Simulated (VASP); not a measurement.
# LiF (Pm-3m) in VASP: a series of runs

LiF is run at these levels: PBEsol; tasks: relaxation of cell and atoms.

All numbers are computed with VASP 6.6.1; they aren't measurements. Logs are shortened: lines on timing, memory, paths and dates and some standing lists are left out, and cuts for length are marked.

### Step 1. The cell of the first run

The structure is cubic, space group Pm-3m (No. 221). Conventional cell: a = 2.560 Å, b = 2.560 Å, c = 2.560 Å, α = 90.00°, β = 90.00°, γ = 90.00°. F (site symmetry m-3m) has 8 Li at 2.22 Å and 6 F at 2.56 Å within 2.9 Å. Within 2.9 Å of Li (site symmetry m-3m) lie 8 F at 2.22 Å and 6 Li at 2.56 Å.

### Step 2. Relaxation of cell and atoms, PBEsol, target pressure 10 GPa, at which the enthalpy is minimised

File INCAR:

```
SYSTEM = LiF
PREC     = Accurate       ! precision mode
ENCUT    = 600            ! plane-wave cutoff, eV
EDIFF    = 1E-6           ! SCF threshold, eV
ISMEAR   = -1             ! smearing method
SIGMA    = 0.05           ! smearing width, eV
LREAL    = .False.        ! projectors in reciprocal space
LASPH    = .True.         ! aspherical terms in the spheres
NELM     = 60             ! most SCF steps
ALGO     = Normal         ! electronic algorithm
ISIF     = 3              ! what is computed and relaxed
LWAVE    = .False.        ! write WAVECAR
LCHARG   = .False.        ! write CHGCAR
GGA      = PS             ! functional
IBRION   = 2              ! ionic algorithm
NSW      = 80             ! ionic steps
EDIFFG   = -0.02          ! ionic threshold
PSTRESS  = 100.0
```

File KPOINTS:

```
regular mesh
0
Gamma
  10 10 10
  0 0 0
```

File POSCAR:

```
LiF
1.0
    2.5595330000      0.0000000000      0.0000000000
    0.0000000000      2.5595330000      0.0000000000
    0.0000000000      0.0000000000      2.5595330000
F Li
1 1
Direct
    0.5000000000      0.5000000000      0.5000000000
    0.0000000000      0.0000000000      0.0000000000
```

Potentials or basis: VASP PAW PBE potentials, release 64 (F, Li_sv).

Command:

```sh
cat potpaw_PBE.64/F/POTCAR potpaw_PBE.64/Li_sv/POTCAR > POTCAR
mpirun -np 1 vasp_std > vasp.out
```

OUTCAR:

```text
SYSTEM = LiF
   PREC = Accurate
   ENCUT = 600
   EDIFF = 1E-6
   ISMEAR = -1
   LREAL = .False.
   LASPH = .True.
   NELM = 60
   ISIF = 3
   GGA = PS
   IBRION = 2
   NSW = 80
   EDIFFG = -0.02
   PSTRESS = 100.0

 ion  position               nearest neighbor table
   1  0.500  0.500  0.500-   2 2.22   2 2.22   2 2.22   2 2.22   2 2.22   2 2.22   2 2.22   2 2.22

   2  0.000  0.000  0.000-   1 2.22   1 2.22   1 2.22   1 2.22   1 2.22   1 2.22   1 2.22   1 2.22

  LATTYP: Found a simple cubic cell.
 ALAT       =     2.5595330000

  Lattice vectors:

 A1 = (   2.5595330000,   0.0000000000,   0.0000000000)
 A2 = (   0.0000000000,   2.5595330000,   0.0000000000)
 A3 = (   0.0000000000,   0.0000000000,   2.5595330000)

Analysis of symmetry for initial positions (statically):
=====================================================================
 Subroutine PRICEL returns:
 Original cell was already a primitive cell.

 Routine SETGRP: Setting up the symmetry group for a
 simple cubic supercell.

 Subroutine GETGRP returns: Found 48 space group operations
 (whereof 48 operations were pure point group operations)
 out of a pool of 48 trial point group operations.

The static configuration has the point symmetry O_h .

Analysis of symmetry for dynamics (positions and initial velocities):
=====================================================================
 Subroutine PRICEL returns:
 Original cell was already a primitive cell.

 Routine SETGRP: Setting up the symmetry group for a
 simple cubic supercell.

 Subroutine GETGRP returns: Found 48 space group operations
 (whereof 48 operations were pure point group operations)
 out of a pool of 48 trial point group operations.

The dynamic configuration has the point symmetry O_h .

 Subroutine INISYM returns: Found 48 space group operations
 (whereof 48 operations are pure point group operations),
 and found     1 'primitive' translations

----------------------------------------------------------------------------------------

                                     Primitive cell

  volume of cell :      16.7680

  direct lattice vectors                    reciprocal lattice vectors
     2.559533000  0.000000000  0.000000000     0.390696272  0.000000000  0.000000000
     0.000000000  2.559533000  0.000000000     0.000000000  0.390696272  0.000000000
     0.000000000  0.000000000  2.559533000     0.000000000  0.000000000  0.390696272

  length of vectors
     2.559533000  2.559533000  2.559533000     0.390696272  0.390696272  0.390696272

  position of ions in fractional coordinates (direct lattice)
     0.500000000  0.500000000  0.500000000
     0.000000000  0.000000000  0.000000000

  ion indices of the primitive-cell ions
   primitive index   ion index
                 1           1
                 2           2

----------------------------------------------------------------------------------------

 KPOINTS: regular mesh

Automatic generation of k-mesh.
 Grid dimensions read from file:
 generate k-points for:   10   10   10

 Generating k-lattice:

  Cartesian coordinates                     Fractional coordinates (reciprocal lattice)
     0.039069627  0.000000000  0.000000000     0.100000000  0.000000000  0.000000000
     0.000000000  0.039069627  0.000000000     0.000000000  0.100000000  0.000000000
     0.000000000  0.000000000  0.039069627     0.000000000  0.000000000  0.100000000

  Length of vectors
     0.039069627  0.039069627  0.039069627

  Shift w.r.t. Gamma in fractional coordinates (k-lattice)
     0.000000000  0.000000000  0.000000000

 Subroutine IBZKPT returns following result:
 ===========================================

 Found     56 irreducible k-points:

 Following reciprocal coordinates:
            Coordinates               Weight
  0.000000  0.000000  0.000000      1.000000
  0.100000  0.000000  0.000000      6.000000
  0.200000  0.000000  0.000000      6.000000
  0.300000  0.000000  0.000000      6.000000
  0.400000  0.000000  0.000000      6.000000
  0.500000  0.000000  0.000000      3.000000
[... 16 lines left out ...]
  0.200000  0.100000  0.100000     24.000000
  0.300000  0.100000  0.100000     24.000000
 [... further k-points ...]
   k-points           NKPTS =     56   k-points in BZ     NKDIM =     56   number of bands    NBANDS=      9
   number of dos      NEDOS =    301   number of ions     NIONS =      2
   total plane-waves  NPLWV =   8000
   dimension x,y,z NGX =    20 NGY =   20 NGZ =   20
   dimension x,y,z NGXF=    40 NGYF=   40 NGZF=   40
   ions per type =               1   1
   NGX,Y,Z   is equivalent  to a cutoff of  12.99, 12.99, 12.99 a.u.
   NGXF,Y,Z  is equivalent  to a cutoff of  25.98, 25.98, 25.98 a.u.
 SYSTEM =  LiF
   PREC   = accura    normal or accurate (medium, high low for compatibility)
   ISTART =      0    job   : 0-new  1-cont  2-samecut
   ICHARG =      2    charge: 1-file 2-atom 10-const
   ISPIN  =      1    spin polarized calculation?
   LNONCOLLINEAR =      F non collinear calculations
   LSORBIT =      F    spin-orbit coupling
   LASPH  =      T    aspherical Exc in radial PAW
   ENCUT  =  600.0 eV  44.10 Ry    6.64 a.u.   5.11  5.11  5.11*2*pi/ulx,y,z
   NELM   =     60;   NELMIN=  2; NELMDL= -5     # of ELM steps
   EDIFF  = 0.1E-05   stopping-criterion for ELM
   LREAL  =      F    real-space projection
   EDIFFG = -.2E-01   stopping-criterion for IOM
   NSW    =     80    number of steps for IOM
   IBRION =      2    ionic relax: 0-MD 1-quasi-New 2-CG
   NFREE  =      1    steps in history (QN), initial steepest desc. (CG)
   ISIF   =      3    stress and relaxation
   ISYM   =      2    0-nonsym 1-usesym 2-fastsym
   POTIM  = 0.5000    time-step for ionic-motion
   TEBEG  =    0.0;   TEEND  =   0.0 temperature during run
   PSTRESS=  100.0 pullay stress
   NELECT =      10.0000    total number of electrons
   NUPDOWN=      -1.0000    fix difference up-down
   EMIN   =  10.00;   EMAX   =-10.00  energy-range for DOS
   EFERMI =   0.00;   METHOD = LEGACY
   ISMEAR =    -1;   SIGMA  =   0.05  broadening in eV -4-tet -1-fermi 0-gaus
   EFERMI_NEDOS =   21; number of points for ismear=-14 and -15
   IALGO  =     38    algorithm
   IMIX   =      4    mixing-type and parameters
     AMIX     =   0.40;   BMIX     =  1.00
     AMIX_MAG =   1.60;   BMIX_MAG =  1.00
  volume/ion in A,a.u.               =       8.38        56.58
  Fermi-wavevector in a.u.,A,eV,Ry     =   1.377994  2.604032 25.835673  1.898868
  Thomas-Fermi vector in A             =   2.503097
   LORBIT       =      0    0 simple, 1 ext, 2 COOP (PROOUT), +10 PAW based schemes
   GGA     = PS    functional components
   LHFCALC =     F    Hartree Fock is set to
   AEXX    =    0.0000 exact exchange contribution
   IVDW    =     0    specifies the selected vdW correction
   LEPSILON=     F    determine dielectric tensor
   LRPA    =     F    only Hartree local field effects (RPA)
 conjugate gradient relaxation of ions
 non-spin polarized calculation
  energy-cutoff  :      600.00
  volume of cell :       16.77
 maximum number of plane-waves:       587
   NGX = 11   NGY = 11   NGZ = 11

--------------------------------------- Ionic step        1  -------------------------------------------

 number of electron      10.0000016 magnetization

 Free energy of the ion-electron system (eV)
  ---------------------------------------------------
  ext. energy  EPLUGINS =         0.00000000
  ---------------------------------------------------
  free energy    TOTEN  =        -9.28115878 eV

  energy without entropy =       -9.28115878  energy(sigma->0) =       -9.28115878

------------------------ aborting loop because EDIFF is reached ----------------------------------------

  FORCE on cell =-STRESS in cart. coord.  units (eV):
  Direction    XX          YY          ZZ          XY          YZ          ZX
  --------------------------------------------------------------------------------------
  -------------------------------------------------------------------------------------
  Total       -0.3645725     -0.3645725     -0.3645725      0.0000000      0.0000000     -0.0000000
  in kB      -34.8347154    -34.8347154    -34.8347154      0.0000000      0.0000000     -0.0000000
  external PRESSURE =    -134.8347154 kB  Pullay stress =     100.0000000 kB
[... 99 lines left out ...]
  enthalpy is  TOTEN    =        -8.3522660911 eV   P V=        0.9003303103

--------------------------------------- Ionic step        4  -------------------------------------------

 number of electron       9.9999976 magnetization

 Free energy of the ion-electron system (eV)
  ---------------------------------------------------
  ext. energy  EPLUGINS =         0.00000000
  ---------------------------------------------------
  free energy    TOTEN  =        -9.24578533 eV

  energy without entropy =       -9.24578533  energy(sigma->0) =       -9.24578533

 E-fermi :   2.4230     XC(G=0): -10.9396

 val. band max:        1.2044804536   @ k =   0.5000   0.5000   0.0000
 cond. band min:      10.0028197257   @ k =   0.0000   0.0000   0.0000
 fundamental gap:      8.7983392721
 Fermi energy:         2.4230215214

 k-point     1 :       0.0000    0.0000    0.0000
  band No.  band energies     occupation
      1     -40.8060      2.00000
      2     -20.2268      2.00000
      3       0.3466      2.00000
      4       0.3466      2.00000
      5       0.3466      2.00000
      6      10.0028      0.00000
      7      20.7229      0.00000
      8      20.7229      0.00000
      9      23.8939      0.00000
[... 265 lines left out ...]
 k-point    24 :       0.3000    0.1000    0.1000
  band No.  band energies     occupation
      1     -40.7307      2.00000
      2     -19.7153      2.00000
      3      -2.1120      2.00000
      4       0.1975      2.00000
      5       0.3653      2.00000
      6      11.7005      0.00000
      7      17.1454      0.00000
      8      19.9227      0.00000
      9      23.4786      0.00000

 [... further k-points ...]
[... 5 lines left out ...]
  --------------------------------------------------------------------------------------
  -------------------------------------------------------------------------------------
  Total        0.8949603      0.8949603      0.8949603      0.0000000      0.0000000     -0.0000000
  in kB      100.1949179    100.1949179    100.1949179      0.0000000      0.0000000     -0.0000000
  external PRESSURE =       0.1949179 kB  Pullay stress =     100.0000000 kB
[... 17 lines left out ...]
  FREE ENERGIE OF THE ION-ELECTRON SYSTEM (eV)
  ---------------------------------------------------
  free  energy   TOTEN  =        -9.2457853333 eV

  energy  without entropy=       -9.2457853333  energy(sigma->0) =       -9.24578533

  enthalpy is  TOTEN    =        -8.3525660354 eV   P V=        0.8932192979

 reached required accuracy - stopping structural energy minimisation
```

It took 27 s on 1 thread of AMD EPYC 7R43 (Zen 3), shared host; peak memory 0.09 GiB.

What came out:

```
Free energy                                            : -9.2458 eV
Relaxed volume                                         : 7.16 Å³/atom
Relaxed cell                                           : a = 2.428 Å, b = 2.428 Å, c = 2.428 Å, α = 90.00°, β = 90.00°, γ = 90.00°
Space group after relaxing (to 0.05 Å)                 : Pm-3m (No. 221)
Energy change on relaxing (the enthalpy is what falls) : +17.7 meV/atom
Ionic steps                                            : 4
Pressure after relaxing                                : 10.0 GPa
Band gap on the k mesh                                 : 8.80 eV, indirect (least direct gap 9.66 eV)
```

The path:
| step | energy change (eV) | largest force (eV/Å) | pressure (GPa) | volume (Å³) |
| --- | --- | --- | --- | --- |
| 1 | 0.0000 | 0.0000 | -3.48 | 16.77 |
| 2 | 0.0002 | 0.0000 | 4.37 | 15.11 |
| 3 | 0.0286 | 0.0000 | 9.15 | 14.42 |
| 4 | 0.0354 | 0.0000 | 10.02 | 14.31 |

Final structure:
```cif
data_structure
_symmetry_space_group_name_H-M 'P 1'
_symmetry_Int_Tables_number 1
_cell_length_a 2.4279
_cell_length_b 2.4279
_cell_length_c 2.4279
_cell_angle_alpha 90.000
_cell_angle_beta 90.000
_cell_angle_gamma 90.000
_cell_volume 14.31
loop_
_atom_site_label
_atom_site_type_symbol
_atom_site_fract_x
_atom_site_fract_y
_atom_site_fract_z
_atom_site_occupancy
F1 F 0.50000 0.50000 0.50000 1
Li1 Li 0.00000 0.00000 0.00000 1
```

Caveat: the cutoff is under 1.25 times the usual one of these potentials, so pressure, stress and relaxed cells hold a basis-set (Pulay) error; the cell is relaxed towards a set pressure, so the enthalpy falls and the energy may rise; the PAW data sets were made with another functional, which shifts forces and pressure a little. A k mesh can miss the band edges.

### Step 3. Relaxation of cell and atoms, PBEsol, target pressure 20 GPa, at which the enthalpy is minimised

File INCAR:

```
ALGO = Normal ; EDIFF = 1E-6
EDIFFG = -0.02 ; ENCUT = 600
GGA = PS ; IBRION = 2
ISIF = 3 ; ISMEAR = -1
LASPH = True ; LCHARG = False
LREAL = False ; LWAVE = False
NELM = 60 ; NSW = 80
PREC = Accurate ; PSTRESS = 200.0
SIGMA = 0.05
```

File KPOINTS:

```
k-points
0
Gamma
  10 10 10
```

POSCAR is that of step 2.

Potentials or basis: VASP PAW PBE potentials, release 64 (F, Li_sv).

Command:

```sh
cat potpaw_PBE.64/F/POTCAR potpaw_PBE.64/Li_sv/POTCAR > POTCAR
mpirun -np 1 vasp_std > vasp.out
```

Run time: 30 s. Hardware: 1 thread of AMD EPYC 7R43 (Zen 3), shared host; peak memory 0.08 GiB.

It converged, with:

```yaml
Free_energy: -9.1525 eV
Relaxed_volume: 6.65 Å³/atom
Relaxed_cell: a = 2.369 Å, b = 2.369 Å, c = 2.369 Å, α = 90.00°, β = 90.00°, γ = 90.00°
Space_group_after_relaxing_to_0.05_Å: Pm-3m (No. 221)
Energy_change_on_relaxing_the_enthalpy_is_what_falls: +64.3 meV/atom
Ionic_steps: 4
Pressure_after_relaxing: 20.1 GPa
Band_gap_on_the_k_mesh: 9.57 eV, indirect (least direct gap 10.52 eV)
```

Step by step:
```
step  energy change (eV)  largest force (eV/Å)  pressure (GPa)  volume (Å³)
   1              0.0000                0.0000           -3.48        16.77
   2              0.0607                0.0000           13.12        13.96
   3              0.1209                0.0000           19.37        13.36
   4              0.1286                0.0000           20.07        13.30
```

Final structure:
```
F Li
1.0
     2.36920    0.00000    0.00000
     0.00000    2.36920    0.00000
     0.00000    0.00000    2.36920
F Li
1 1
Direct
  0.50000 0.50000 0.50000
  0.00000 0.00000 0.00000
```

Levels at points of the mesh, in eV from the valence-band top:
| k point | band 1 | band 2 | band 3 | band 4 | band 5 | band 6 | band 7 | band 8 | band 9 |
| --- | --- | --- | --- | --- | --- | --- | --- | --- | --- |
| (0.00, 0.00, 0.00) | -42.04 | -21.83 | -0.96 | -0.96 | -0.96 | 9.57 | 19.94 | 19.94 | 23.59 |
| (0.50, 0.00, 0.00) | -41.91 | -21.15 | -4.92 | -0.39 | -0.39 | 10.23 | 16.63 | 22.33 | 22.33 |
| (0.50, 0.50, 0.00) | -41.82 | -20.24 | -4.53 | -4.53 | 0.00 | 14.68 | 15.38 | 15.38 | 21.83 |
| (0.50, 0.50, 0.50) | -41.74 | -19.50 | -3.14 | -3.14 | -3.14 | 11.41 | 11.41 | 11.41 | 27.62 |

Caveat: the cutoff is under 1.25 times the usual one of these potentials, so pressure, stress and relaxed cells hold a basis-set (Pulay) error; the cell is relaxed towards a set pressure, so the enthalpy falls and the energy may rise; the volume moved by over 15 % at a fixed basis, so the end points are rough; the PAW data sets were made with another functional, which shifts forces and pressure a little.

### Step 4. Relaxation of cell and atoms, PBEsol, target pressure 30 GPa, at which the enthalpy is minimised

File INCAR:

```
SYSTEM = LiF
ALGO = Normal
EDIFF = 1E-7
EDIFFG = -0.02
ENCUT = 600
GGA = PS
IBRION = 2
ISIF = 3
ISMEAR = -1
LASPH = .TRUE.
LCHARG = .FALSE.
LREAL = .FALSE.
LWAVE = .FALSE.
NELM = 80
NSW = 80
PREC = Accurate
PSTRESS = 300.0
SIGMA = 0.05
```

File KPOINTS:

```
k-points
0
G
  10 10 10
  0 0 0
```

POSCAR is that of step 3.

Command:

```sh
cat potpaw_PBE.64/F/POTCAR potpaw_PBE.64/Li_sv/POTCAR > POTCAR
mpirun -np 1 vasp_std > vasp.out
```

It took 27 s on 1 thread of AMD EPYC 7R43 (Zen 3), shared host; peak memory 0.08 GiB.

The run converged. Its results:

| Item | Value |
| --- | --- |
| Free energy | -9.0429 eV |
| Relaxed volume | 6.29 Å³/atom |
| Relaxed cell | a = 2.326 Å, b = 2.326 Å, c = 2.326 Å, α = 90.00°, β = 90.00°, γ = 90.00° |
| Space group after relaxing (to 0.05 Å) | Pm-3m (No. 221) |
| Energy change on relaxing (the enthalpy is what falls) | +119.1 meV/atom |
| Ionic steps | 3 |
| Pressure after relaxing | 29.7 GPa |
| Band gap on the k mesh | 10.20 eV, indirect (least direct gap 10.99 eV) |

The path:
```
step  energy change (eV)  largest force (eV/Å)  pressure (GPa)  volume (Å³)
   1              0.0000                0.0000           -3.53        16.77
   2              0.1911                0.0000           25.71        12.86
   3              0.2382                0.0000           29.73        12.59
```

Final structure:
```yaml
crystal:
  lattice:
    - [2.32617, 0.00000, 0.00000]
    - [0.00000, 2.32617, 0.00000]
    - [0.00000, 0.00000, 2.32617]
  atoms:
    - { symbol: F, position: [0.50000, 0.50000, 0.50000] }
    - { symbol: Li, position: [0.00000, 0.00000, 0.00000] }
```

Levels at points of the mesh, in eV from the valence-band top:
```csv
k point,band 3,band 4,band 5,band 6,band 7,band 8
"(0.00, 0.00, 0.00)",-1.04,-1.04,-1.04,10.20,20.25,20.25
"(0.50, 0.00, 0.00)",-5.25,-0.43,-0.43,10.56,17.36,22.83
"(0.50, 0.50, 0.00)",-4.88,-4.88,0.00,15.04,15.85,15.85
"(0.50, 0.50, 0.50)",-3.39,-3.39,-3.39,11.48,11.48,11.48
```

Caveat: the cutoff is under 1.25 times the usual one of these potentials, so pressure, stress and relaxed cells hold a basis-set (Pulay) error; the cell is relaxed towards a set pressure, so the enthalpy falls and the energy may rise; the volume moved by over 15 % at a fixed basis, so the end points are rough; the PAW data sets were made with another functional, which shifts forces and pressure a little.

### Step 5. Summary

```csv
cell,gap on the mesh (eV),pressure (GPa)
relaxed to 10 GPa,8.80,10.0
relaxed to 20 GPa,9.57,20.1
relaxed to 30 GPa,10.20,29.7
```

Alike in all rows: task relaxation of cell and atoms; level PBEsol; potentials or basis VASP PAW PBE potentials, release 64 (F, Li_sv); no spin polarisation; k mesh 10 × 10 × 10; cutoff (eV) 600; smearing fermi-dirac 0.05 eV.

Caveats: the cutoff is under 1.25 times the usual one of these potentials, so pressure, stress and relaxed cells hold a basis-set (Pulay) error; the cell is relaxed towards a set pressure, so the enthalpy falls and the energy may rise; the PAW data sets were made with another functional, which shifts forces and pressure a little; the volume moved by over 15 % at a fixed basis, so the end points are rough (some runs).

Absolute energies hang on the potentials; compare differences alone.
